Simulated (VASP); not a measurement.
# TmHOs (Cmmm) in VASP: notebook, part 2 of 2

VASP 6.6.1. Earlier steps stand in the parts before.

## 3. Relaxation of cell and atoms, PBE

This run uses another cell than the first one, of 18.28 Å³/atom.

INCAR reads:

```
SYSTEM = TmHOs
  PREC = Accurate
  ENCUT = 600
  EDIFF = 1E-7
  ISMEAR = 0
  SIGMA = 0.2
  LREAL = .FALSE.
  LASPH = .TRUE.
  NELM = 200
  ALGO = Normal
  ISIF = 3
  LWAVE = .FALSE.
  LCHARG = .FALSE.
  GGA = PE
  IBRION = 2
  NSW = 36
  EDIFFG = -0.08
  GGA_COMPAT = .FALSE.
  NELMIN = 4
  LMAXMIX = 6
```

KPOINTS reads:

```
regular mesh
0
G
  6 6 5
  0 0 0
```

POSCAR reads:

```
TmHOs
1.0
    2.3697404100     -2.6409381000      0.0000000000
    2.3697404100      2.6409381000      0.0000000000
    0.0000000000      0.0000000000      4.3809448400
Tm H Os
1 1 1
Direct
    0.5000000000      0.5000000000      0.5000000000
    0.0000000000      0.0000000000      0.5000000000
    0.0000000000      0.0000000000      0.0000000000
```

Potentials or basis: VASP PAW PBE potentials, release 64 (Tm_3, H, Os), 4f in core.

Command:

```bash
> cat potpaw_PBE.64/Tm_3/POTCAR potpaw_PBE.64/H/POTCAR potpaw_PBE.64/Os/POTCAR > POTCAR
> mpirun -np 1 vasp_std > vasp.out
```

OUTCAR:

```text
SYSTEM = TmHOs
   PREC = Accurate
   ENCUT = 600
   EDIFF = 1E-7
   ISMEAR = 0
   LREAL = .FALSE.
   LASPH = .TRUE.
   NELM = 200
   ISIF = 3
   GGA = PE
   IBRION = 2
   NSW = 36
   EDIFFG = -0.08
   NELMIN = 4

 ion  position               nearest neighbor table
   1  0.500  0.500  0.500-   3 3.23   3 3.23   3 3.23   3 3.23   3 3.43   3 3.43   3 3.43   3 3.43

   2  0.000  0.000  0.500-
   3  0.000  0.000  0.000-   1 3.23   1 3.23   1 3.23   1 3.23   1 3.43   1 3.43   1 3.43   1 3.43

  LATTYP: Found a base centered orthorhombic cell.
 ALAT       =     4.7394808200
 B/A-ratio  =     1.1144419401
 C/A-ratio  =     0.9243512120

  Lattice vectors:

 A1 = (   2.3697404100,  -2.6409381000,   0.0000000000)
 A2 = (   2.3697404100,   2.6409381000,   0.0000000000)
 A3 = (   0.0000000000,   0.0000000000,   4.3809448400)

Analysis of symmetry for initial positions (statically):
=====================================================================
 Subroutine PRICEL returns:
 Original cell was already a primitive cell.

 Routine SETGRP: Setting up the symmetry group for a
 base centered orthorhombic supercell.

 Subroutine GETGRP returns: Found  8 space group operations
 (whereof  8 operations were pure point group operations)
 out of a pool of  8 trial point group operations.

The static configuration has the point symmetry D_2h.

Analysis of symmetry for dynamics (positions and initial velocities):
=====================================================================
 Subroutine PRICEL returns:
 Original cell was already a primitive cell.

 Routine SETGRP: Setting up the symmetry group for a
 base centered orthorhombic supercell.

 Subroutine GETGRP returns: Found  8 space group operations
 (whereof  8 operations were pure point group operations)
 out of a pool of  8 trial point group operations.

The dynamic configuration has the point symmetry D_2h.

 Subroutine INISYM returns: Found  8 space group operations
 (whereof  8 operations are pure point group operations),
 and found     1 'primitive' translations

----------------------------------------------------------------------------------------

                                     Primitive cell

  volume of cell :      54.8349

  direct lattice vectors                    reciprocal lattice vectors
     2.369740410 -2.640938100  0.000000000     0.210993575 -0.189326664  0.000000000
     2.369740410  2.640938100  0.000000000     0.210993575  0.189326664  0.000000000
     0.000000000  0.000000000  4.380944840     0.000000000  0.000000000  0.228261262

  length of vectors
     3.548270517  3.548270517  4.380944840     0.283483464  0.283483464  0.228261262

  position of ions in fractional coordinates (direct lattice)
     0.500000000  0.500000000  0.500000000
     0.000000000  0.000000000  0.500000000
     0.000000000  0.000000000  0.000000000

  ion indices of the primitive-cell ions
   primitive index   ion index
                 1           1
                 2           2
                 3           3

----------------------------------------------------------------------------------------

 KPOINTS: regular mesh

Automatic generation of k-mesh.
 Grid dimensions read from file:
 generate k-points for:    6    6    5

 Generating k-lattice:

  Cartesian coordinates                     Fractional coordinates (reciprocal lattice)
     0.035165596 -0.031554444  0.000000000     0.166666667  0.000000000  0.000000000
     0.035165596  0.031554444  0.000000000     0.000000000  0.166666667  0.000000000
     0.000000000  0.000000000  0.045652252     0.000000000  0.000000000  0.200000000

  Length of vectors
     0.047247244  0.047247244  0.045652252

  Shift w.r.t. Gamma in fractional coordinates (k-lattice)
     0.000000000  0.000000000  0.000000000

 Subroutine IBZKPT returns following result:
 ===========================================

 Found     39 irreducible k-points:

 Following reciprocal coordinates:
            Coordinates               Weight
  0.000000  0.000000  0.000000      1.000000
  0.166667  0.000000  0.000000      4.000000
  0.333333  0.000000  0.000000      4.000000
  0.500000  0.000000  0.000000      2.000000
  0.166667  0.166667  0.000000      2.000000
  0.333333  0.166667  0.000000      4.000000
[... 16 lines left out ...]
  0.333333  0.333333  0.200000      4.000000
  0.500000  0.333333  0.200000      8.000000
 [... further k-points ...]
   k-points           NKPTS =     39   k-points in BZ     NKDIM =     39   number of bands    NBANDS=     13
   number of dos      NEDOS =    301   number of ions     NIONS =      3
   total plane-waves  NPLWV =  28224
   dimension x,y,z NGX =    28 NGY =   28 NGZ =   36
   dimension x,y,z NGXF=    56 NGYF=   56 NGZF=   72
   ions per type =               1   1   1
   NGX,Y,Z   is equivalent  to a cutoff of  13.12, 13.12, 13.66 a.u.
   NGXF,Y,Z  is equivalent  to a cutoff of  26.24, 26.24, 27.32 a.u.
 SYSTEM =  TmHOs
   PREC   = accura    normal or accurate (medium, high low for compatibility)
   ISTART =      0    job   : 0-new  1-cont  2-samecut
   ICHARG =      2    charge: 1-file 2-atom 10-const
   ISPIN  =      1    spin polarized calculation?
   LNONCOLLINEAR =      F non collinear calculations
   LSORBIT =      F    spin-orbit coupling
   LASPH  =      T    aspherical Exc in radial PAW
   ENCUT  =  600.0 eV  44.10 Ry    6.64 a.u.   7.09  7.09  8.75*2*pi/ulx,y,z
   NELM   =    200;   NELMIN=  4; NELMDL= -5     # of ELM steps
   EDIFF  = 0.1E-06   stopping-criterion for ELM
   LREAL  =      F    real-space projection
   EDIFFG = -.8E-01   stopping-criterion for IOM
   NSW    =     36    number of steps for IOM
   IBRION =      2    ionic relax: 0-MD 1-quasi-New 2-CG
   NFREE  =      1    steps in history (QN), initial steepest desc. (CG)
   ISIF   =      3    stress and relaxation
   ISYM   =      2    0-nonsym 1-usesym 2-fastsym
   POTIM  = 0.5000    time-step for ionic-motion
   TEBEG  =    0.0;   TEEND  =   0.0 temperature during run
   PSTRESS=    0.0 pullay stress
   NELECT =      18.0000    total number of electrons
   NUPDOWN=      -1.0000    fix difference up-down
   EMIN   =  10.00;   EMAX   =-10.00  energy-range for DOS
   EFERMI =   0.00;   METHOD = LEGACY
   ISMEAR =     0;   SIGMA  =   0.20  broadening in eV -4-tet -1-fermi 0-gaus
   EFERMI_NEDOS =   21; number of points for ismear=-14 and -15
   IALGO  =     38    algorithm
   IMIX   =      4    mixing-type and parameters
     AMIX     =   0.40;   BMIX     =  1.00
     AMIX_MAG =   1.60;   BMIX_MAG =  1.00
  volume/ion in A,a.u.               =      18.28       123.35
  Fermi-wavevector in a.u.,A,eV,Ry     =   1.129311  2.134088 17.352087  1.275342
  Thomas-Fermi vector in A             =   2.266004
   LORBIT       =      0    0 simple, 1 ext, 2 COOP (PROOUT), +10 PAW based schemes
   GGA     = PE    functional components
   LHFCALC =     F    Hartree Fock is set to
   AEXX    =    0.0000 exact exchange contribution
   IVDW    =     0    specifies the selected vdW correction
   LEPSILON=     F    determine dielectric tensor
   LRPA    =     F    only Hartree local field effects (RPA)
 conjugate gradient relaxation of ions
 non-spin polarized calculation
 Gauss-broadening in eV      SIGMA  =   0.20
  energy-cutoff  :      600.00
  volume of cell :       54.83
 maximum number of plane-waves:      1856
   NGX = 15   NGY = 15   NGZ = 17

--------------------------------------- Ionic step        1  -------------------------------------------

 number of electron      17.9999999 magnetization

 Free energy of the ion-electron system (eV)
  ---------------------------------------------------
  ext. energy  EPLUGINS =         0.00000000
  ---------------------------------------------------
  free energy    TOTEN  =       -18.23914222 eV

  energy without entropy =      -18.20137928  energy(sigma->0) =      -18.22026075

 E-fermi :   2.9440     XC(G=0): -10.5706

 val. band max:        2.9029661722   @ k =   0.1667   0.1667   0.4000
 cond. band min:       2.9617524341   @ k =   0.1667   0.1667   0.0000
 fundamental gap:      0.0587862619
 Fermi energy:         2.9439809216

 k-point     1 :       0.0000    0.0000    0.0000
  band No.  band energies     occupation
      1     -22.3457      2.00000
      2     -22.3394      2.00000
      3     -22.3019      2.00000
      4      -4.8013      2.00000
      5      -0.6126      2.00000
      6       0.9704      2.00000
      7       2.1897      2.00000
      8       2.7277      1.87385
      9       3.1502      0.14470
     10       4.6966      0.00000
     11       5.5914      0.00000
     12       6.0847      0.00000
     13       7.7378      0.00000
[... 661 lines left out ...]
  energy  without entropy=      -19.8189310888  energy(sigma->0) =      -19.84524087

--------------------------------------- Ionic step        9  -------------------------------------------

 number of electron      17.9999998 magnetization

 Free energy of the ion-electron system (eV)
  ---------------------------------------------------
  ext. energy  EPLUGINS =         0.00000000
  ---------------------------------------------------
  free energy    TOTEN  =       -19.87446516 eV

  energy without entropy =      -19.82214201  energy(sigma->0) =      -19.84830359

 E-fermi :   4.9081     XC(G=0): -11.9191

 val. band max:        4.8882985935   @ k =   0.0000   0.0000   0.0000
 cond. band min:       4.9348872741   @ k =   0.1667   0.1667   0.4000
 fundamental gap:      0.0465886806
 Fermi energy:         4.9081122113

 k-point     1 :       0.0000    0.0000    0.0000
  band No.  band energies     occupation
      1     -19.3088      2.00000
      2     -19.3079      2.00000
      3     -19.2642      2.00000
      4      -4.6540      2.00000
      5      -0.0658      2.00000
      6       1.6212      2.00000
      7       4.0885      2.00000
      8       4.0971      2.00000
      9       4.8883      1.11142
     10       7.7849      0.00000
     11       8.6854      0.00000
     12      10.9131      0.00000
     13      11.9085      0.00000
[... 398 lines left out ...]
  FREE ENERGIE OF THE ION-ELECTRON SYSTEM (eV)
  ---------------------------------------------------
  free  energy   TOTEN  =       -19.8744651598 eV

  energy  without entropy=      -19.8221420143  energy(sigma->0) =      -19.84830359

 reached required accuracy - stopping structural energy minimisation
```

OSZICAR:

```text
N       E                     dE             d eps       ncg     rms          rms(c)
DAV:   1     0.927472767846E+02    0.92747E+02   -0.87908E+03  1014   0.144E+03
DAV:   2    -0.588138320204E+01   -0.98629E+02   -0.94455E+02  1069   0.375E+02
DAV:   3    -0.182936577539E+02   -0.12412E+02   -0.11324E+02  1709   0.793E+01
[... 94 lines left out ...]
DAV:   5    -0.198744565524E+02   -0.55201E-05   -0.82090E-05  1159   0.853E-02    0.890E-02
DAV:   6    -0.198744659735E+02   -0.94212E-05   -0.24292E-05  1443   0.510E-02    0.108E-02
DAV:   7    -0.198744656138E+02    0.35974E-06   -0.12446E-06  1239   0.867E-03    0.845E-03
DAV:   8    -0.198744651679E+02    0.44589E-06   -0.39341E-07  1367   0.777E-03    0.811E-04
DAV:   9    -0.198744651598E+02    0.80959E-08   -0.26599E-08   577   0.203E-03
   9 F= -.19874465E+02 E0= -.19848304E+02  d E =-.222889E-02
```

CONTCAR:

```text
TmHOs
   1.00000000000000
     2.3702777481342436   -2.3677584305347374    0.0000000000000000
     2.3702777481342436    2.3677584305347374    0.0000000000000000
     0.0000000000000000    0.0000000000000000    3.6771301308432753
  Tm              H               Os
     1     1     1
Direct
     0.5000000000000000    0.5000000000000000    0.5000000000000000
     0.0000000000000000    0.0000000000000000    0.5000000000000000
     0.0000000000000000    0.0000000000000000    0.0000000000000000

  0.00000000E+00  0.00000000E+00  0.00000000E+00
  0.00000000E+00  0.00000000E+00  0.00000000E+00
  0.00000000E+00  0.00000000E+00  0.00000000E+00
```

It took 98 s on 1 thread of Intel Xeon 6975P-C (Granite Rapids), shared host; peak memory 0.21 GiB.

What came out:

* Free energy: -19.8745 eV
* Relaxed volume: 13.76 Å³/atom
* Relaxed cell: a = 3.350 Å, b = 3.350 Å, c = 3.677 Å, α = 90.00°, β = 90.00°, γ = 89.94°
* Space group after relaxing (to 0.1 Å): P4/mmm (No. 123)
* Energy gained by relaxing: 545.1 meV/atom
* Ionic steps: 9
* Pressure after relaxing: 0.0 GPa
* Band gap on the k mesh: zero (bands 9 and 10 overlap by 1.90 eV)

Stress tensor (GPa, compression positive):
```
 0.03  0.00  0.00
 0.00  0.18  0.00
 0.00  0.00 -0.17
```

The path:
| step | energy change (eV) | largest force (eV/Å) | pressure (GPa) | volume (Å³) |
| --- | --- | --- | --- | --- |
| 1 | 0.0000 | 0.0000 | -23.88 | 54.83 |
| 2 | -1.1163 | 0.0000 | 29.96 | 35.77 |
| 3 | -1.5522 | 0.0000 | 0.83 | 40.94 |
| 4 | -1.5519 | 0.0000 | 1.86 | 40.68 |
| 5 | -1.6138 | 0.0000 | 1.52 | 40.79 |
| 6 | -1.6328 | 0.0000 | 1.58 | 40.83 |
| 7 | -1.6331 | 0.0000 | 1.65 | 40.84 |
| 8 | -1.6324 | 0.0000 | -1.80 | 41.78 |
| 9 | -1.6353 | 0.0000 | 0.01 | 41.27 |

Final structure:
```
CELL_PARAMETERS angstrom
2.37028 -2.36776 0.00000
2.37028 2.36776 0.00000
0.00000 0.00000 3.67713
ATOMIC_POSITIONS crystal
Tm 0.50000 0.50000 0.50000
H 0.00000 0.00000 0.50000
Os 0.00000 0.00000 0.00000
```

Levels at points of the mesh, in eV from the Fermi level:
| k point | band 6 | band 7 | band 8 | band 9 | band 10 | band 11 | band 12 | band 13 |
| --- | --- | --- | --- | --- | --- | --- | --- | --- |
| (0.00, 0.00, 0.00) | -3.29 | -0.82 | -0.81 | -0.02 | 2.88 | 3.78 | 6.00 | 7.00 |
| (0.50, 0.00, 0.00) | -2.71 | -1.24 | -0.54 | -0.21 | 0.95 | 1.74 | 1.90 | 2.50 |
| (0.50, 0.50, 0.00) | -2.43 | -2.43 | 1.33 | 1.69 | 1.82 | 1.84 | 5.32 | 6.98 |

Caveat: the volume moved by over 15 % at a fixed basis, so the end points are rough; spin-orbit coupling is left out, which moves the levels of the heavy elements; the 4f electrons are frozen in the core, so they carry no moment and show no levels.

The gap in the log of VASP goes by the Fermi energy; the results here count the filled bands.